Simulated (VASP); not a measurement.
# Mg (Pm-3m) in VASP: a series of runs

The runs below take Mg through single point, with PBEsol.

Everything below comes from runs of VASP 6.6.1. Logs are shortened: lines on timing, memory, paths and dates and some standing lists are left out, and cuts for length are marked.

**1. The cell of the first run**

Symmetry: Pm-3m, No. 221, cubic system. Conventional cell: a = 2.862 Å, b = 2.862 Å, c = 2.862 Å, α = 90.00°, β = 90.00°, γ = 90.00°. Within 3.8 Å of Mg (site symmetry m-3m) lie 6 Mg at 2.86 Å.

**2. Single point, PBEsol**

INCAR reads:

```
  PREC = Accurate
  ENCUT = 520
  EDIFF = 1E-6
  ISMEAR = 0
  SIGMA = 0.1
  LREAL = F
  LASPH = T
  NELM = 80
  ALGO = Normal
  ISIF = 2
  LWAVE = F
  LCHARG = T
  GGA = PS
  LELF = T
  LVHAR = T
  NBANDS = 7
```

KPOINTS reads:

```
regular mesh
0
Gamma
  6 6 6
```

POSCAR reads:

```
Mg
1.0
    2.8624405726      0.0000000000      0.0000000000
    0.0000000000      2.8624405726      0.0000000000
    0.0000000000      0.0000000000      2.8624405726
Mg
1
Direct
    0.0000000000      0.0000000000      0.0000000000
```

Potentials or basis: VASP PAW PBE potentials, release 64 (Mg).

The run is started by

```bash
> cat potpaw_PBE.64/Mg/POTCAR > POTCAR
> mpirun -np 1 vasp_std > vasp.out
```

OUTCAR:

```text
PREC = Accurate
   ENCUT = 520
   EDIFF = 1E-6
   ISMEAR = 0
   LREAL = F
   LASPH = T
   NELM = 80
   ISIF = 2
   GGA = PS

 ion  position               nearest neighbor table
   1  0.000  0.000  0.000-

  LATTYP: Found a simple cubic cell.
 ALAT       =     2.8624405726

  Lattice vectors:

 A1 = (   2.8624405726,   0.0000000000,   0.0000000000)
 A2 = (   0.0000000000,   2.8624405726,   0.0000000000)
 A3 = (   0.0000000000,   0.0000000000,   2.8624405726)

Analysis of symmetry for initial positions (statically):
=====================================================================
 Subroutine PRICEL returns:
 Original cell was already a primitive cell.

 Routine SETGRP: Setting up the symmetry group for a
 simple cubic supercell.

 Subroutine GETGRP returns: Found 48 space group operations
 (whereof 48 operations were pure point group operations)
 out of a pool of 48 trial point group operations.

The static configuration has the point symmetry O_h .

Analysis of symmetry for dynamics (positions and initial velocities):
=====================================================================
 Subroutine PRICEL returns:
 Original cell was already a primitive cell.

 Routine SETGRP: Setting up the symmetry group for a
 simple cubic supercell.

 Subroutine GETGRP returns: Found 48 space group operations
 (whereof 48 operations were pure point group operations)
 out of a pool of 48 trial point group operations.

The dynamic configuration has the point symmetry O_h .

 Subroutine INISYM returns: Found 48 space group operations
 (whereof 48 operations are pure point group operations),
 and found     1 'primitive' translations

----------------------------------------------------------------------------------------

                                     Primitive cell

  volume of cell :      23.4536

  direct lattice vectors                    reciprocal lattice vectors
     2.862440573  0.000000000  0.000000000     0.349352231  0.000000000  0.000000000
     0.000000000  2.862440573  0.000000000     0.000000000  0.349352231  0.000000000
     0.000000000  0.000000000  2.862440573     0.000000000  0.000000000  0.349352231

  length of vectors
     2.862440573  2.862440573  2.862440573     0.349352231  0.349352231  0.349352231

  position of ions in fractional coordinates (direct lattice)
     0.000000000  0.000000000  0.000000000

  ion indices of the primitive-cell ions
   primitive index   ion index
                 1           1

----------------------------------------------------------------------------------------

 KPOINTS: regular mesh

Automatic generation of k-mesh.
 Grid dimensions read from file:
 generate k-points for:    6    6    6

 Generating k-lattice:

  Cartesian coordinates                     Fractional coordinates (reciprocal lattice)
     0.058225372  0.000000000  0.000000000     0.166666667  0.000000000  0.000000000
     0.000000000  0.058225372  0.000000000     0.000000000  0.166666667  0.000000000
     0.000000000  0.000000000  0.058225372     0.000000000  0.000000000  0.166666667

  Length of vectors
     0.058225372  0.058225372  0.058225372

  Shift w.r.t. Gamma in fractional coordinates (k-lattice)
     0.000000000  0.000000000  0.000000000

 Subroutine IBZKPT returns following result:
 ===========================================

 Found     20 irreducible k-points:

 Following reciprocal coordinates:
            Coordinates               Weight
  0.000000  0.000000  0.000000      1.000000
  0.166667  0.000000  0.000000      6.000000
  0.333333  0.000000  0.000000      6.000000
  0.500000  0.000000  0.000000      3.000000
  0.166667  0.166667  0.000000     12.000000
  0.333333  0.166667  0.000000     24.000000
[... 12 lines left out ...]
  0.500000  0.500000  0.333333      6.000000
  0.500000  0.500000  0.500000      1.000000
   k-points           NKPTS =     20   k-points in BZ     NKDIM =     20   number of bands    NBANDS=      7
   number of dos      NEDOS =    301   number of ions     NIONS =      1
   total plane-waves  NPLWV =  13824
   dimension x,y,z NGX =    24 NGY =   24 NGZ =   24
   dimension x,y,z NGXF=    48 NGYF=   48 NGZF=   48
   ions per type =               1
   NGX,Y,Z   is equivalent  to a cutoff of  13.94, 13.94, 13.94 a.u.
   NGXF,Y,Z  is equivalent  to a cutoff of  27.88, 27.88, 27.88 a.u.
 SYSTEM =  unknown system
   PREC   = accura    normal or accurate (medium, high low for compatibility)
   ISTART =      0    job   : 0-new  1-cont  2-samecut
   ICHARG =      2    charge: 1-file 2-atom 10-const
   ISPIN  =      1    spin polarized calculation?
   LNONCOLLINEAR =      F non collinear calculations
   LSORBIT =      F    spin-orbit coupling
   LASPH  =      T    aspherical Exc in radial PAW
   ENCUT  =  520.0 eV  38.22 Ry    6.18 a.u.   5.32  5.32  5.32*2*pi/ulx,y,z
   NELM   =     80;   NELMIN=  2; NELMDL= -5     # of ELM steps
   EDIFF  = 0.1E-05   stopping-criterion for ELM
   LREAL  =      F    real-space projection
   EDIFFG = 0.1E-04   stopping-criterion for IOM
   NSW    =      0    number of steps for IOM
   IBRION =     -1    ionic relax: 0-MD 1-quasi-New 2-CG
   NFREE  =      0    steps in history (QN), initial steepest desc. (CG)
   ISIF   =      2    stress and relaxation
   ISYM   =      2    0-nonsym 1-usesym 2-fastsym
   POTIM  = 0.5000    time-step for ionic-motion
   TEBEG  =    0.0;   TEEND  =   0.0 temperature during run
   PSTRESS=    0.0 pullay stress
   NELECT =       2.0000    total number of electrons
   NUPDOWN=      -1.0000    fix difference up-down
   EMIN   =  10.00;   EMAX   =-10.00  energy-range for DOS
   EFERMI =   0.00;   METHOD = LEGACY
   ISMEAR =     0;   SIGMA  =   0.10  broadening in eV -4-tet -1-fermi 0-gaus
   EFERMI_NEDOS =   21; number of points for ismear=-14 and -15
   IALGO  =     38    algorithm
   IMIX   =      4    mixing-type and parameters
     AMIX     =   0.40;   BMIX     =  1.00
     AMIX_MAG =   1.60;   BMIX_MAG =  1.00
  volume/ion in A,a.u.               =      23.45       158.27
  Fermi-wavevector in a.u.,A,eV,Ry     =   0.720579  1.361697  7.064611  0.519234
  Thomas-Fermi vector in A             =   1.810067
   LORBIT       =      0    0 simple, 1 ext, 2 COOP (PROOUT), +10 PAW based schemes
   GGA     = PS    functional components
   LHFCALC =     F    Hartree Fock is set to
   AEXX    =    0.0000 exact exchange contribution
   IVDW    =     0    specifies the selected vdW correction
   LEPSILON=     F    determine dielectric tensor
   LRPA    =     F    only Hartree local field effects (RPA)
 non-spin polarized calculation
 Gauss-broadening in eV      SIGMA  =   0.10
  energy-cutoff  :      520.00
  volume of cell :       23.45
 maximum number of plane-waves:       648
 NGX is ok and might be reduce to    24
   NGX = 11   NGY = 11   NGZ = 11

 number of electron       2.0000000 magnetization

 Free energy of the ion-electron system (eV)
  ---------------------------------------------------
  ext. energy  EPLUGINS =         0.00000000
  ---------------------------------------------------
  free energy    TOTEN  =        -1.26697197 eV

  energy without entropy =       -1.25671776  energy(sigma->0) =       -1.26184486

 E-fermi :   2.4559     XC(G=0):  -8.4471

 val. band max:        2.0286821100   @ k =   0.5000   0.3333   0.0000
 cond. band min:       2.4875341064   @ k =   0.5000   0.3333   0.1667
 fundamental gap:      0.4588519965
 Fermi energy:         2.4559375094

 k-point     1 :       0.0000    0.0000    0.0000
  band No.  band energies     occupation
      1      -4.3881      2.00000
      2      11.1021      0.00000
      3      11.1021      0.00000
      4      13.0785      0.00000
      5      13.0785      0.00000
      6      13.0785      0.00000
      7      18.1644      0.00000

 k-point     2 :       0.1667    0.0000    0.0000
  band No.  band energies     occupation
      1      -3.8785      2.00000
      2       7.5117      0.00000
      3      11.5471      0.00000
      4      13.4893      0.00000
      5      13.4893      0.00000
      6      15.4314      0.00000
      7      20.5305      0.00000

 k-point     3 :       0.3333    0.0000    0.0000
  band No.  band energies     occupation
      1      -2.3665      2.00000
      2       3.4471      0.00000
      3      12.7681      0.00000
      4      14.7248      0.00000
      5      14.7248      0.00000
      6      17.3240      0.00000
      7      19.7610      0.00000

 k-point     4 :       0.5000    0.0000    0.0000
  band No.  band energies     occupation
      1       0.0447      2.00000
      2       0.1587      2.00000
      3      13.8062      0.00000
      4      16.5825      0.00000
      5      16.5825      0.00000
      6      17.0556      0.00000
      7      17.0556      0.00000

 k-point     5 :       0.1667    0.1667    0.0000
  band No.  band energies     occupation
      1      -3.3713      2.00000
      2       7.4500      0.00000
      3       8.6799      0.00000
      4      13.9004      0.00000
      5      14.0841      0.00000
      6      18.5263      0.00000
      7      19.6496      0.00000

 k-point     6 :       0.3333    0.1667    0.0000
  band No.  band energies     occupation
      1      -1.8665      2.00000
      2       3.9036      0.00000
      3       9.5262      0.00000
      4      14.2386      0.00000
      5      15.1349      0.00000
      6      16.9950      0.00000
      7      20.0803      0.00000

 k-point     7 :       0.5000    0.1667    0.0000
  band No.  band energies     occupation
      1       0.5511      2.00000
      2       0.6263      2.00000
      3      11.3685      0.00000
      4      12.1275      0.00000
      5      17.0318      0.00000
      6      17.3835      0.00000
      7      18.2064      0.00000

 k-point     8 :       0.3333    0.3333    0.0000
  band No.  band energies     occupation
      1      -0.3835      2.00000
      2       4.7875      0.00000
      3       6.0331      0.00000
      4      10.9265      0.00000
      5      16.3520      0.00000
      6      17.8725      0.00000
      7      20.3217      0.00000

 k-point     9 :       0.5000    0.3333    0.0000
  band No.  band energies     occupation
      1       2.0222      2.00000
      2       2.0287      2.00000
      3       7.7725      0.00000
      4       7.8482      0.00000
      5      18.2722      0.00000
      6      18.3406      0.00000
      7      20.0636      0.00000

 k-point    10 :       0.5000    0.5000    0.0000
  band No.  band energies     occupation
      1       3.9008      0.00000
      2       3.9008      0.00000
      3       5.0034      0.00000
      4       5.1332      0.00000
      5      19.3483      0.00000
      6      19.3483      0.00000
      7      21.4031      0.00000

 k-point    11 :       0.1667    0.1667    0.1667
  band No.  band energies     occupation
      1      -2.8666      2.00000
      2       7.8993      0.00000
      3       7.8993      0.00000
      4      10.5366      0.00000
      5      18.2436      0.00000
      6      18.2436      0.00000
      7      20.0768      0.00000

 k-point    12 :       0.3333    0.1667    0.1667
  band No.  band energies     occupation
      1      -1.3691      2.00000
      2       4.3569      0.00000
      3       9.2275      0.00000
      4      11.2840      0.00000
      5      14.9001      0.00000
      6      16.6201      0.00000
      7      20.6058      0.00000

 k-point    13 :       0.5000    0.1667    0.1667
  band No.  band energies     occupation
      1       1.0518      2.00000
      2       1.0936      2.00000
      3      10.8603      0.00000
      4      12.3873      0.00000
      5      12.8124      0.00000
      6      14.3982      0.00000
      7      21.8136      0.00000

 k-point    14 :       0.3333    0.3333    0.1667
  band No.  band energies     occupation
      1       0.1057      2.00000
      2       5.2375      0.00000
      3       6.4383      0.00000
      4      10.9857      0.00000
      5      12.4463      0.00000
      6      16.2999      0.00000
      7      18.9928      0.00000

 k-point    15 :       0.5000    0.3333    0.1667
  band No.  band energies     occupation
      1       2.4875      0.65499
      2       2.5119      0.42835
      3       8.1199      0.00000
      4       8.3134      0.00000
      5      13.9639      0.00000
      6      14.4049      0.00000
      7      20.0228      0.00000

 k-point    16 :       0.5000    0.5000    0.1667
  band No.  band energies     occupation
      1       4.3502      0.00000
      2       4.3502      0.00000
      3       5.4886      0.00000
      4       5.5880      0.00000
      5      15.3798      0.00000
      6      15.3798      0.00000
      7      18.0302      0.00000

 k-point    17 :       0.3333    0.3333    0.3333
  band No.  band energies     occupation
      1       1.5557      2.00000
      2       6.5842      0.00000
      3       6.5842      0.00000
      4       8.9715      0.00000
      5      12.1786      0.00000
      6      12.1786      0.00000
      7      15.8189      0.00000

 k-point    18 :       0.5000    0.3333    0.3333
  band No.  band energies     occupation
      1       3.8732      0.00000
      2       3.9204      0.00000
      3       8.4416      0.00000
      4       9.3858      0.00000
      5      10.0270      0.00000
      6      11.2358      0.00000
      7      16.0940      0.00000

 k-point    19 :       0.5000    0.5000    0.3333
  band No.  band energies     occupation
      1       5.6987      0.00000
      2       5.6987      0.00000
      3       6.7622      0.00000
      4       6.8928      0.00000
      5      11.2523      0.00000
      6      11.2523      0.00000
      7      13.5890      0.00000

 k-point    20 :       0.5000    0.5000    0.5000
  band No.  band energies     occupation
      1       7.6341      0.00000
      2       7.6341      0.00000
      3       7.6341      0.00000
      4       8.3797      0.00000
      5       8.3797      0.00000
      6       8.3797      0.00000
      7      11.0886      0.00000

------------------------ aborting loop because EDIFF is reached ----------------------------------------

  FORCE on cell =-STRESS in cart. coord.  units (eV):
  Direction    XX          YY          ZZ          XY          YZ          ZX
  --------------------------------------------------------------------------------------
  -------------------------------------------------------------------------------------
  Total        0.6290489      0.6290489      0.6290489      0.0000000      0.0000000     -0.0000000
  in kB       42.9719976     42.9719976     42.9719976      0.0000000      0.0000000     -0.0000000
  external PRESSURE =      42.9719976 kB  Pullay stress =       0.0000000 kB

 VOLUME and BASIS-vectors are now :
 -----------------------------------------------------------------------------
  energy-cutoff  :      520.00
  volume of cell :       23.45
      direct lattice vectors                 reciprocal lattice vectors
     2.862440573  0.000000000  0.000000000     0.349352231  0.000000000  0.000000000
     0.000000000  2.862440573  0.000000000     0.000000000  0.349352231  0.000000000
     0.000000000  0.000000000  2.862440573     0.000000000  0.000000000  0.349352231

 POSITION                                       TOTAL-FORCE (eV/Angst)
 -----------------------------------------------------------------------------------
      0.00000      0.00000      0.00000         0.000000      0.000000      0.000000
 -----------------------------------------------------------------------------------
    total drift:                                0.000000     -0.000000      0.000000

  FREE ENERGIE OF THE ION-ELECTRON SYSTEM (eV)
  ---------------------------------------------------
  free  energy   TOTEN  =        -1.2669719676 eV

  energy  without entropy=       -1.2567177611  energy(sigma->0) =       -1.26184486
```

Wall time 2.5 s (1 thread of Intel Xeon Platinum 8488C (Sapphire Rapids), shared host); peak memory 0.13 GiB.

What came out:

```yaml
Free_energy: -1.2670 eV
Pressure: 4.3 GPa
Band_gap_on_the_k_mesh: zero (band 1 reaches 7.63 eV, above the bottom of band 2 at 0.16 eV)
```

Caveat: the k points lie up to 0.37 Å⁻¹ apart; the PAW data sets were made with another functional, which shifts forces and pressure a little.

(Continued in part 2 of 2.)
